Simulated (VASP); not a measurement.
# Al (Im-3m) in VASP: notebook, part 2 of 2

VASP 6.6.1. Earlier steps stand in the parts before.

## (3) Single point, LDA

This run uses another cell than the first one, of 15.47 Å³/atom, 1.021 times its volume.

INCAR reads:

```
PREC = Accurate
ENCUT = 520
EDIFF = 1E-6
ISMEAR = -1
SIGMA = 0.05
LREAL = F
LASPH = T
NELM = 60
ALGO = Fast
ISIF = 2
LWAVE = F
LCHARG = T
GGA = CA
LELF = T
LVHAR = T
NBANDS = 8
```

KPOINTS reads:

```
regular mesh
0
Gamma
  12 12 12
```

POSCAR reads:

```
Al
1.0
   -1.5697130985      1.5697130985      1.5697130985
    1.5697130985     -1.5697130985      1.5697130985
    1.5697130985      1.5697130985     -1.5697130985
Al
1
Direct
    0.0000000000      0.0000000000      0.0000000000
```

Potentials or basis: VASP PAW LDA potentials, release 64 (Al).

The run is started by

```console
$ cat potpaw_LDA.64/Al/POTCAR > POTCAR
$ mpirun -np 1 vasp_std > vasp.out
```

OUTCAR:

```text
PREC = Accurate
   ENCUT = 520
   EDIFF = 1E-6
   ISMEAR = -1
   LREAL = F
   LASPH = T
   NELM = 60
   ISIF = 2
   GGA = CA

 ion  position               nearest neighbor table
   1  0.000  0.000  0.000-

  LATTYP: Found a body centered cubic cell.
 ALAT       =     3.1394261970

  Lattice vectors:

 A1 = (  -1.5697130985,   1.5697130985,   1.5697130985)
 A2 = (   1.5697130985,  -1.5697130985,   1.5697130985)
 A3 = (   1.5697130985,   1.5697130985,  -1.5697130985)

Analysis of symmetry for initial positions (statically):
=====================================================================
 Subroutine PRICEL returns:
 Original cell was already a primitive cell.

 Routine SETGRP: Setting up the symmetry group for a
 body centered cubic supercell.

 Subroutine GETGRP returns: Found 48 space group operations
 (whereof 48 operations were pure point group operations)
 out of a pool of 48 trial point group operations.

The static configuration has the point symmetry O_h .

Analysis of symmetry for dynamics (positions and initial velocities):
=====================================================================
 Subroutine PRICEL returns:
 Original cell was already a primitive cell.

 Routine SETGRP: Setting up the symmetry group for a
 body centered cubic supercell.

 Subroutine GETGRP returns: Found 48 space group operations
 (whereof 48 operations were pure point group operations)
 out of a pool of 48 trial point group operations.

The dynamic configuration has the point symmetry O_h .

 Subroutine INISYM returns: Found 48 space group operations
 (whereof 48 operations are pure point group operations),
 and found     1 'primitive' translations

----------------------------------------------------------------------------------------

                                     Primitive cell

  volume of cell :      15.4711

[... 107 lines left out ...]
  volume/ion in A,a.u.               =      15.47       104.40
  Fermi-wavevector in a.u.,A,eV,Ry     =   0.947563  1.790635 12.216351  0.897877
  Thomas-Fermi vector in A             =   2.075669
   LORBIT       =      0    0 simple, 1 ext, 2 COOP (PROOUT), +10 PAW based schemes
   GGA     = CA    functional components
   LHFCALC =     F    Hartree Fock is set to
   AEXX    =    0.0000 exact exchange contribution
   IVDW    =     0    specifies the selected vdW correction
   LEPSILON=     F    determine dielectric tensor
   LRPA    =     F    only Hartree local field effects (RPA)
 non-spin polarized calculation
 RMM-DIIS sequential band-by-band and
  energy-cutoff  :      520.00
  volume of cell :       15.47
 maximum number of plane-waves:       430
   NGX = 11   NGY = 11   NGZ = 11

 number of electron       3.0000000 magnetization

 Free energy of the ion-electron system (eV)
  ---------------------------------------------------
  ext. energy  EPLUGINS =         0.00000000
  ---------------------------------------------------
  free energy    TOTEN  =        -4.07873176 eV

  energy without entropy =       -4.07455789  energy(sigma->0) =       -4.07664483

 E-fermi :   8.4690     XC(G=0): -10.5881

 val. band max:        8.4667752660   @ k =  -0.4167  -0.4167   0.2500
 cond. band min:       8.4953113774   @ k =   0.3333   0.2500   0.0833
 fundamental gap:      0.0285361114
 Fermi energy:         8.4689853050

 k-point     1 :       0.0000    0.0000    0.0000
  band No.  band energies     occupation
      1      -3.0701      2.00000
      2      22.0613      0.00000
      3      22.0613      0.00000
      4      22.0613      0.00000
      5      23.8674      0.00000
      6      23.8674      0.00000
      7      23.8674      0.00000
      8      25.2661      0.00000
[... 243 lines left out ...]
 k-point    24 :       0.4167    0.0833    0.0833
  band No.  band energies     occupation
      1       4.3399      2.00000
      2       4.9341      2.00000
      3      13.5350      0.00000
      4      14.3634      0.00000
      5      22.9140      0.00000
      6      23.5073      0.00000
      7      29.9918      0.00000
      8      31.4144      0.00000

 [... further k-points ...]

------------------------ aborting loop because EDIFF is reached ----------------------------------------

  FORCE on cell =-STRESS in cart. coord.  units (eV):
  Direction    XX          YY          ZZ          XY          YZ          ZX
  --------------------------------------------------------------------------------------
  -------------------------------------------------------------------------------------
  Total        0.3820162      0.3820162      0.3820162     -0.0000000      0.0000000      0.0000000
  in kB       39.5613838     39.5613838     39.5613838     -0.0000000      0.0000000      0.0000000
  external PRESSURE =      39.5613838 kB  Pullay stress =       0.0000000 kB

 VOLUME and BASIS-vectors are now :
 -----------------------------------------------------------------------------
  energy-cutoff  :      520.00
  volume of cell :       15.47
      direct lattice vectors                 reciprocal lattice vectors
    -1.569713099  1.569713099  1.569713099     0.000000000  0.318529546  0.318529546
     1.569713099 -1.569713099  1.569713099     0.318529546  0.000000000  0.318529546
     1.569713099  1.569713099 -1.569713099     0.318529546  0.318529546  0.000000000

 POSITION                                       TOTAL-FORCE (eV/Angst)
 -----------------------------------------------------------------------------------
      0.00000      0.00000      0.00000        -0.000000      0.000000      0.000000
 -----------------------------------------------------------------------------------
    total drift:                                0.000000      0.000000      0.000000

  FREE ENERGIE OF THE ION-ELECTRON SYSTEM (eV)
  ---------------------------------------------------
  free  energy   TOTEN  =        -4.0787317642 eV

  energy  without entropy=       -4.0745578928  energy(sigma->0) =       -4.07664483
```

OSZICAR:

```text
N       E                     dE             d eps       ncg     rms          rms(c)
DAV:   1    -0.268746189556E+01   -0.26875E+01   -0.88801E+02  1152   0.209E+02
DAV:   2    -0.410390710948E+01   -0.14164E+01   -0.13918E+01  1640   0.196E+01
DAV:   3    -0.411071297407E+01   -0.68059E-02   -0.68047E-02  1400   0.151E+00
DAV:   4    -0.411072689568E+01   -0.13922E-04   -0.13922E-04  1760   0.668E-02
DAV:   5    -0.411072693188E+01   -0.36208E-07   -0.35847E-07  1376   0.201E-03    0.143E+00
RMM:   6    -0.409112335337E+01    0.19604E-01   -0.17522E-03  1152   0.194E-01    0.811E-01
RMM:   7    -0.407871266515E+01    0.12411E-01   -0.47947E-03  1331   0.315E-01    0.137E-01
RMM:   8    -0.407872775029E+01   -0.15085E-04   -0.32837E-04  1255   0.106E-01    0.437E-02
RMM:   9    -0.407873216700E+01   -0.44167E-05   -0.32551E-05  1249   0.385E-02    0.127E-02
RMM:  10    -0.407873176425E+01    0.40276E-06   -0.34159E-06  1278   0.108E-02
   1 F= -.40787318E+01 E0= -.40766448E+01  d E =-.417387E-02
```

stdout:

```text
POSCAR found type information on POSCAR Al
 POSCAR found :  1 types and       1 ions
 scaLAPACK will be used
 LDA part: xc-table for (Slater(with rela. corr.)+CA(PZ))
 , standard interpolation
 POSCAR, INCAR and KPOINTS ok, starting setup
 FFT: planning ... GRIDC
 FFT: planning ... GRID_SOFT
 FFT: planning ... GRID
 WAVECAR not read
 entering main loop
```

It took 3.9 s on 1 thread of Intel Xeon 6975P-C, shared host; peak memory 0.12 GiB.

What came out:

```yaml
Free_energy: -4.0787 eV
Pressure: 4.0 GPa
```

## (4) Single point, LDA

This run uses another cell than the first one, of 15.79 Å³/atom, 1.043 times its volume.

INCAR reads:

```
SYSTEM = Al
PREC     = Accurate       ! precision mode
ENCUT    = 520            ! plane-wave cutoff, eV
EDIFF    = 1E-7           ! SCF threshold, eV
ISMEAR   = -1             ! smearing method
SIGMA    = 0.05           ! smearing width, eV
LREAL    = .False.        ! projectors in reciprocal space
LASPH    = .True.         ! aspherical terms in the spheres
NELM     = 80             ! most SCF steps
ALGO     = Normal         ! electronic algorithm
ISIF     = 2              ! what is computed and relaxed
LWAVE    = .False.        ! write WAVECAR
LCHARG   = .False.        ! write CHGCAR
NBANDS   = 8              ! bands
```

KPOINTS reads:

```
Automatic mesh
0
Gamma
  12 12 12
  0 0 0
```

POSCAR reads:

```
Al
1.0
   -1.5805390481      1.5805390481      1.5805390481
    1.5805390481     -1.5805390481      1.5805390481
    1.5805390481      1.5805390481     -1.5805390481
Al
1
Direct
    0.0000000000      0.0000000000      0.0000000000
```

The run is started by

```console
$ cat potpaw_LDA.64/Al/POTCAR > POTCAR
$ mpirun -np 1 vasp_std > vasp.out
```

It took 3.9 s on 1 thread of Intel Xeon 6975P-C, shared host; peak memory 0.12 GiB.

The run converged. Its results:

```
Free energy : -4.0849 eV
Pressure    : 2.2 GPa
```

Levels at points of the mesh, in eV from the Fermi level:
```tsv
k point	band 1	band 2	band 3	band 4	band 5	band 6
(0.00, 0.00, 0.00)	-11.38	13.47	13.47	13.47	15.09	15.09
(0.50, 0.00, 0.00)	-4.42	-3.91	8.39	8.40	10.26	11.73
(0.50, 0.50, 0.50)	1.93	1.93	1.93	3.00	3.00	5.93
```

## (5) Single point, LDA

This run uses another cell than the first one, of 16.12 Å³/atom, 1.064 times its volume.

INCAR reads:

```
SYSTEM = Al
PREC = Accurate
ENCUT = 520
EDIFF = 1E-6
ISMEAR = -1
SIGMA = 0.05
LREAL = .FALSE.
LASPH = .TRUE.
NELM = 100
ALGO = Fast
ISIF = 2
LWAVE = .FALSE.
LCHARG = .FALSE.
GGA = CA
NBANDS = 8
```

KPOINTS reads:

```
Automatic mesh
0
G
  12 12 12
  0 0 0
```

POSCAR reads:

```
Al
1.0
   -1.5912186900      1.5912186900      1.5912186900
    1.5912186900     -1.5912186900      1.5912186900
    1.5912186900      1.5912186900     -1.5912186900
Al
1
Direct
    0.0000000000      0.0000000000      0.0000000000
```

The run is started by

```console
$ cat potpaw_LDA.64/Al/POTCAR > POTCAR
$ mpirun -np 1 vasp_std > vasp.out
```

Wall time 4.1 s (1 thread of Intel Xeon 6975P-C, shared host); peak memory 0.11 GiB.

Results (log left out):

- Free energy: -4.0876 eV
- Pressure: 0.6 GPa

Levels at points of the mesh, in eV from the Fermi level:
```tsv
k point	band 1	band 2	band 3	band 4
(0.00, 0.00, 0.00)	-11.23	13.36	13.36	13.36
(0.50, 0.00, 0.00)	-4.34	-3.88	8.24	8.36
(0.50, 0.50, 0.50)	1.91	1.91	1.91	3.05
```

## (6) Single point, LDA

This run uses another cell than the first one, of 16.44 Å³/atom, 1.085 times its volume.

INCAR reads:

```
SYSTEM = Al
PREC = Accurate
ENCUT = 520
EDIFF = 1E-7
ISMEAR = -1
SIGMA = 0.05
LREAL = .False.
LASPH = .True.
NELM = 100
ALGO = Normal
ISIF = 2
LWAVE = .False.
LCHARG = .True.
GGA = CA
LELF = .True.
LVHAR = .True.
NBANDS = 8
```

KPOINTS reads:

```
regular mesh
0
Gamma
  12 12 12
  0 0 0
```

POSCAR reads:

```
Al
1.0
   -1.6017568692      1.6017568692      1.6017568692
    1.6017568692     -1.6017568692      1.6017568692
    1.6017568692      1.6017568692     -1.6017568692
Al
1
Direct
    0.0000000000      0.0000000000      0.0000000000
```

Potentials or basis: VASP PAW LDA potentials, release 64 (Al).

The run is started by

```console
$ cat potpaw_LDA.64/Al/POTCAR > POTCAR
$ mpirun -np 1 vasp_std > vasp.out
```

Wall time 4.4 s (1 thread of Intel Xeon 6975P-C, shared host); peak memory 0.13 GiB.

The run converged. Its results:

```yaml
Free_energy: -4.0873 eV
Pressure: -0.9 GPa
```

Levels at points of the mesh, in eV from the Fermi level:
```
           k point  band 1  band 2  band 3  band 4  band 5  band 6
(0.00, 0.00, 0.00)  -11.09   13.25   13.25   13.25   14.51   14.51
(0.50, 0.00, 0.00)   -4.26   -3.85    8.10    8.32    9.98   11.41
(0.50, 0.50, 0.50)    1.88    1.88    1.88    3.08    3.08    5.46
```

## (7) Summary

| cell | gap on the mesh (eV) | pressure (GPa) |
| --- | --- | --- |
| a = 2.700 Å, angles 109.5°, 1 atom | none | 5.9 |
| a = 2.719 Å, angles 109.5°, 1 atom | none | 4.0 |
| a = 2.738 Å, angles 109.5°, 1 atom | none | 2.2 |
| a = 2.756 Å, angles 109.5°, 1 atom | none | 0.6 |
| a = 2.774 Å, angles 109.5°, 1 atom | none | -0.9 |

Alike in all rows: task single point; level LDA; potentials or basis VASP PAW LDA potentials, release 64 (Al); no spin polarisation; k mesh 12 × 12 × 12; cutoff (eV) 520; smearing fermi-dirac 0.05 eV.

Total energies depend on the potentials used, so only differences within one code and one set of settings carry meaning.
